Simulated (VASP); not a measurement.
# TaN (Pm-3m) in VASP: further runs

The runs below take TaN through single point, with PBE.

Program: VASP 6.6.1. These are calculated values, not measurements. Logs are shortened: lines on timing, memory, paths and dates and some standing lists are left out, and cuts for length are marked.

### 1 The cell of the first run

Symmetry: Pm-3m, No. 221, cubic system. The conventional cell has a = 2.677 Å, b = 2.677 Å, c = 2.677 Å, α = 90.00°, β = 90.00°, γ = 90.00°. Ta (site symmetry m-3m) has 8 N at 2.32 Å and 6 Ta at 2.68 Å within 3.1 Å. Within 3.1 Å of N (site symmetry m-3m) lie 8 Ta at 2.32 Å and 6 N at 2.68 Å.

### 2 Single point, PBE

Contents of INCAR:

```
  ALGO = Normal
  EDIFF = 1E-6
  ENCUT = 700
  GGA = PE
  GGA_COMPAT = False
  ISIF = 2
  ISMEAR = -1
  LASPH = True
  LCHARG = True
  LELF = True
  LREAL = False
  LVHAR = True
  LWAVE = False
  NBANDS = 16
  NELM = 120
  PREC = Accurate
  SIGMA = 0.05
```

Contents of KPOINTS:

```
k-points
0
Gamma
  10 10 10
```

Contents of POSCAR:

```
TaN
1.0
    2.6765306579      0.0000000000      0.0000000000
    0.0000000000      2.6765306579      0.0000000000
    0.0000000000      0.0000000000      2.6765306579
Ta N
1 1
Direct
    0.0000000000      0.0000000000      0.0000000000
    0.5000000000      0.5000000000      0.5000000000
```

Potentials or basis: VASP PAW PBE potentials, release 64 (Ta_sv_GW, N).

Command:

```bash
cat potpaw_PBE.64/Ta_sv_GW/POTCAR potpaw_PBE.64/N/POTCAR > POTCAR
mpirun -np 1 vasp_std > vasp.out
```

OUTCAR:

```text
EDIFF = 1E-6
   ENCUT = 700
   GGA = PE
   ISIF = 2
   ISMEAR = -1
   LASPH = True
   LREAL = False
   NELM = 120
   PREC = Accurate

 ion  position               nearest neighbor table
   1  0.000  0.000  0.000-   2 2.32   2 2.32   2 2.32   2 2.32   2 2.32   2 2.32   2 2.32   2 2.32

   2  0.500  0.500  0.500-   1 2.32   1 2.32   1 2.32   1 2.32   1 2.32   1 2.32   1 2.32   1 2.32

  LATTYP: Found a simple cubic cell.
 ALAT       =     2.6765306579

  Lattice vectors:

 A1 = (   2.6765306579,   0.0000000000,   0.0000000000)
 A2 = (   0.0000000000,   2.6765306579,   0.0000000000)
 A3 = (   0.0000000000,   0.0000000000,   2.6765306579)

Analysis of symmetry for initial positions (statically):
=====================================================================
 Subroutine PRICEL returns:
 Original cell was already a primitive cell.

 Routine SETGRP: Setting up the symmetry group for a
 simple cubic supercell.

 Subroutine GETGRP returns: Found 48 space group operations
 (whereof 48 operations were pure point group operations)
 out of a pool of 48 trial point group operations.

The static configuration has the point symmetry O_h .

Analysis of symmetry for dynamics (positions and initial velocities):
=====================================================================
 Subroutine PRICEL returns:
 Original cell was already a primitive cell.

 Routine SETGRP: Setting up the symmetry group for a
 simple cubic supercell.

 Subroutine GETGRP returns: Found 48 space group operations
 (whereof 48 operations were pure point group operations)
 out of a pool of 48 trial point group operations.

The dynamic configuration has the point symmetry O_h .

 Subroutine INISYM returns: Found 48 space group operations
 (whereof 48 operations are pure point group operations),
 and found     1 'primitive' translations

----------------------------------------------------------------------------------------

                                     Primitive cell

  volume of cell :      19.1742

  direct lattice vectors                    reciprocal lattice vectors
     2.676530658  0.000000000  0.000000000     0.373617988  0.000000000  0.000000000
     0.000000000  2.676530658  0.000000000     0.000000000  0.373617988  0.000000000
     0.000000000  0.000000000  2.676530658     0.000000000  0.000000000  0.373617988

  length of vectors
     2.676530658  2.676530658  2.676530658     0.373617988  0.373617988  0.373617988

  position of ions in fractional coordinates (direct lattice)
     0.000000000  0.000000000  0.000000000
     0.500000000  0.500000000  0.500000000

  ion indices of the primitive-cell ions
   primitive index   ion index
                 1           1
                 2           2

----------------------------------------------------------------------------------------

 KPOINTS: k-points

Automatic generation of k-mesh.
 Grid dimensions read from file:
 generate k-points for:   10   10   10

 Generating k-lattice:

  Cartesian coordinates                     Fractional coordinates (reciprocal lattice)
     0.037361799  0.000000000  0.000000000     0.100000000  0.000000000  0.000000000
     0.000000000  0.037361799  0.000000000     0.000000000  0.100000000  0.000000000
     0.000000000  0.000000000  0.037361799     0.000000000  0.000000000  0.100000000

  Length of vectors
     0.037361799  0.037361799  0.037361799

  Shift w.r.t. Gamma in fractional coordinates (k-lattice)
     0.000000000  0.000000000  0.000000000

 Subroutine IBZKPT returns following result:
 ===========================================

 Found     56 irreducible k-points:

 Following reciprocal coordinates:
            Coordinates               Weight
  0.000000  0.000000  0.000000      1.000000
  0.100000  0.000000  0.000000      6.000000
  0.200000  0.000000  0.000000      6.000000
  0.300000  0.000000  0.000000      6.000000
  0.400000  0.000000  0.000000      6.000000
  0.500000  0.000000  0.000000      3.000000
[... 16 lines left out ...]
  0.200000  0.100000  0.100000     24.000000
  0.300000  0.100000  0.100000     24.000000
 [... further k-points ...]
   k-points           NKPTS =     56   k-points in BZ     NKDIM =     56   number of bands    NBANDS=     16
   number of dos      NEDOS =    301   number of ions     NIONS =      2
   total plane-waves  NPLWV =  13824
   dimension x,y,z NGX =    24 NGY =   24 NGZ =   24
   dimension x,y,z NGXF=    48 NGYF=   48 NGZF=   48
   ions per type =               1   1
   NGX,Y,Z   is equivalent  to a cutoff of  14.91, 14.91, 14.91 a.u.
   NGXF,Y,Z  is equivalent  to a cutoff of  29.81, 29.81, 29.81 a.u.
 SYSTEM =  unknown system
   PREC   = accura    normal or accurate (medium, high low for compatibility)
   ISTART =      0    job   : 0-new  1-cont  2-samecut
   ICHARG =      2    charge: 1-file 2-atom 10-const
   ISPIN  =      1    spin polarized calculation?
   LNONCOLLINEAR =      F non collinear calculations
   LSORBIT =      F    spin-orbit coupling
   LASPH  =      T    aspherical Exc in radial PAW
   ENCUT  =  700.0 eV  51.45 Ry    7.17 a.u.   5.77  5.77  5.77*2*pi/ulx,y,z
   NELM   =    120;   NELMIN=  2; NELMDL= -5     # of ELM steps
   EDIFF  = 0.1E-05   stopping-criterion for ELM
   LREAL  =      F    real-space projection
   EDIFFG = 0.1E-04   stopping-criterion for IOM
   NSW    =      0    number of steps for IOM
   IBRION =     -1    ionic relax: 0-MD 1-quasi-New 2-CG
   NFREE  =      0    steps in history (QN), initial steepest desc. (CG)
   ISIF   =      2    stress and relaxation
   ISYM   =      2    0-nonsym 1-usesym 2-fastsym
   POTIM  = 0.5000    time-step for ionic-motion
   TEBEG  =    0.0;   TEEND  =   0.0 temperature during run
   PSTRESS=    0.0 pullay stress
   NELECT =      18.0000    total number of electrons
   NUPDOWN=      -1.0000    fix difference up-down
   EMIN   =  10.00;   EMAX   =-10.00  energy-range for DOS
   EFERMI =   0.00;   METHOD = LEGACY
   ISMEAR =    -1;   SIGMA  =   0.05  broadening in eV -4-tet -1-fermi 0-gaus
   EFERMI_NEDOS =   21; number of points for ismear=-14 and -15
   IALGO  =     38    algorithm
   IMIX   =      4    mixing-type and parameters
     AMIX     =   0.40;   BMIX     =  1.00
     AMIX_MAG =   1.60;   BMIX_MAG =  1.00
  volume/ion in A,a.u.               =       9.59        64.70
  Fermi-wavevector in a.u.,A,eV,Ry     =   1.602975  3.029184 34.960567  2.569529
  Thomas-Fermi vector in A             =   2.699711
   LORBIT       =      0    0 simple, 1 ext, 2 COOP (PROOUT), +10 PAW based schemes
   GGA     = PE    functional components
   LHFCALC =     F    Hartree Fock is set to
   AEXX    =    0.0000 exact exchange contribution
   IVDW    =     0    specifies the selected vdW correction
   LEPSILON=     F    determine dielectric tensor
   LRPA    =     F    only Hartree local field effects (RPA)
 non-spin polarized calculation
  energy-cutoff  :      700.00
  volume of cell :       19.17
 maximum number of plane-waves:       840
 NGX is ok and might be reduce to    24
   NGX = 11   NGY = 11   NGZ = 11

 number of electron      17.9999998 magnetization

 Free energy of the ion-electron system (eV)
  ---------------------------------------------------
  ext. energy  EPLUGINS =         0.00000000
  ---------------------------------------------------
  free energy    TOTEN  =       -23.27282951 eV

  energy without entropy =      -23.27274252  energy(sigma->0) =      -23.27278602

 E-fermi :  15.0085     XC(G=0): -14.4642

 val. band max:       14.7489142223   @ k =   0.2000   0.2000   0.0000
 cond. band min:      15.3028257257   @ k =   0.3000   0.2000   0.2000
 fundamental gap:      0.5539115034
 Fermi energy:        15.0084786715

 k-point     1 :       0.0000    0.0000    0.0000
  band No.  band energies     occupation
      1     -54.2059      2.00000
      2     -20.0848      2.00000
      3     -20.0848      2.00000
      4     -20.0848      2.00000
      5      -4.0250      2.00000
      6       9.6942      2.00000
[... 8 lines left out ...]
     15      33.1387      0.00000
     16      33.1387      0.00000

 k-point     2 :       0.1000    0.0000    0.0000
  band No.  band energies     occupation
      1     -54.1945      2.00000
      2     -20.2581      2.00000
      3     -20.0696      2.00000
      4     -20.0696      2.00000
      5      -3.7898      2.00000
      6       9.4116      2.00000
[... 8 lines left out ...]
     15      31.1882      0.00000
     16      33.4374      0.00000

 k-point     3 :       0.2000    0.0000    0.0000
  band No.  band energies     occupation
      1     -54.1647      2.00000
      2     -20.6915      2.00000
      3     -20.0296      2.00000
      4     -20.0296      2.00000
      5      -3.1496      2.00000
      6       8.1566      2.00000
[... 8 lines left out ...]
     15      28.5022      0.00000
     16      33.7151      0.00000

 k-point     4 :       0.3000    0.0000    0.0000
  band No.  band energies     occupation
      1     -54.1276      2.00000
      2     -21.1923      2.00000
      3     -19.9795      2.00000
      4     -19.9795      2.00000
      5      -2.2621      2.00000
      6       6.4804      2.00000
[... 8 lines left out ...]
     15      26.2822      0.00000
     16      32.4788      0.00000
[... 324 lines left out ...]
 k-point    22 :       0.1000    0.1000    0.1000
  band No.  band energies     occupation
      1     -54.1719      2.00000
      2     -20.2605      2.00000
      3     -20.2065      2.00000
      4     -20.2065      2.00000
      5      -3.3647      2.00000
      6       9.5959      2.00000
[... 8 lines left out ...]
     15      31.5422      0.00000
     16      31.5422      0.00000

 k-point    23 :       0.2000    0.1000    0.1000
  band No.  band energies     occupation
      1     -54.1423      2.00000
      2     -20.6535      2.00000
      3     -20.1934      2.00000
      4     -20.1642      2.00000
      5      -2.8149      2.00000
      6       8.3592      2.00000
[... 8 lines left out ...]
     15      29.5147      0.00000
     16      32.7201      0.00000

 k-point    24 :       0.3000    0.1000    0.1000
  band No.  band energies     occupation
      1     -54.1055      2.00000
      2     -21.1445      2.00000
      3     -20.1385      2.00000
      4     -20.1113      2.00000
      5      -2.0779      2.00000
      6       6.7793      2.00000
[... 8 lines left out ...]
     15      27.5871      0.00000
     16      32.0496      0.00000

 [... further k-points ...]
[... 5 lines left out ...]
  --------------------------------------------------------------------------------------
  -------------------------------------------------------------------------------------
  Total        3.5955097      3.5955097      3.5955097     -0.0000000      0.0000000     -0.0000000
  in kB      300.4376700    300.4376700    300.4376700     -0.0000000      0.0000000     -0.0000000
  external PRESSURE =     300.4376700 kB  Pullay stress =       0.0000000 kB

 VOLUME and BASIS-vectors are now :
 -----------------------------------------------------------------------------
  energy-cutoff  :      700.00
  volume of cell :       19.17
      direct lattice vectors                 reciprocal lattice vectors
     2.676530658  0.000000000  0.000000000     0.373617988  0.000000000  0.000000000
     0.000000000  2.676530658  0.000000000     0.000000000  0.373617988  0.000000000
     0.000000000  0.000000000  2.676530658     0.000000000  0.000000000  0.373617988

 POSITION                                       TOTAL-FORCE (eV/Angst)
 -----------------------------------------------------------------------------------
      0.00000      0.00000      0.00000         0.000000      0.000000      0.000000
      1.33827      1.33827      1.33827         0.000000      0.000000      0.000000
 -----------------------------------------------------------------------------------
    total drift:                                0.000000      0.000000     -0.000000

  FREE ENERGIE OF THE ION-ELECTRON SYSTEM (eV)
  ---------------------------------------------------
  free  energy   TOTEN  =       -23.2728295131 eV

  energy  without entropy=      -23.2727425231  energy(sigma->0) =      -23.27278602
```

It took 18 s on 1 thread of Intel Xeon Platinum 8375C at 2.90GHz (Ice Lake), shared host; peak memory 0.16 GiB.

Results:

```yaml
Free_energy: -23.2728 eV
Pressure: 30.0 GPa
Band_gap_on_the_k_mesh: zero (bands 9 and 10 overlap by 9.61 eV)
```

Caveat: the cell stands under pressure; spin-orbit coupling is left out, which moves the levels of the heavy elements.

### 3 Single point, PBE

This run uses another cell than the first one, of 10.00 Å³/atom.

INCAR, as its differences from that of step 2:

```diff
@@ -8,6 +8,4 @@
   LASPH = True
-  LCHARG = True
-  LELF = True
+  LCHARG = False
   LREAL = False
-  LVHAR = True
   LWAVE = False
```

KPOINTS is that of step 2.

Contents of POSCAR:

```
TaN
1.0
    2.7139695020      0.0000000000      0.0000000000
    0.0000000000      2.7139695020      0.0000000000
    0.0000000000      0.0000000000      2.7139695020
Ta N
1 1
Direct
    0.0000000000      0.0000000000      0.0000000000
    0.5000000000      0.5000000000      0.5000000000
```

Potentials or basis: VASP PAW PBE potentials, release 64 (Ta_sv_GW, N).

Command:

```bash
cat potpaw_PBE.64/Ta_sv_GW/POTCAR potpaw_PBE.64/N/POTCAR > POTCAR
mpirun -np 1 vasp_std > vasp.out
```

Run time: 13 s. Hardware: 1 thread of Intel Xeon Platinum 8488C (Sapphire Rapids), shared host; peak memory 0.16 GiB.

It converged, with:

```yaml
Free_energy: -23.3828 eV
Pressure: 13.0 GPa
Band_gap_on_the_k_mesh: zero (bands 9 and 10 overlap by 9.17 eV)
```

Levels at points of the mesh, in eV from the Fermi level:
| k point | band 6 | band 7 | band 8 | band 9 | band 10 | band 11 | band 12 | band 13 |
| --- | --- | --- | --- | --- | --- | --- | --- | --- |
| (0.00, 0.00, 0.00) | -5.05 | -5.05 | -2.80 | -2.80 | -2.80 | 2.67 | 4.05 | 4.05 |
| (0.50, 0.00, 0.00) | -10.26 | -4.82 | -4.82 | -3.79 | 3.97 | 4.67 | 5.43 | 5.43 |
| (0.50, 0.50, 0.00) | -6.08 | -6.08 | -3.84 | -2.17 | 0.68 | 0.68 | 0.86 | 7.10 |
| (0.50, 0.50, 0.50) | -9.41 | -9.41 | -9.41 | 6.36 | 6.36 | 6.36 | 7.41 | 7.41 |

Caveat: the cell stands under pressure; spin-orbit coupling is left out, which moves the levels of the heavy elements.

The gap in the log of VASP goes by the Fermi energy; the results here count the filled bands.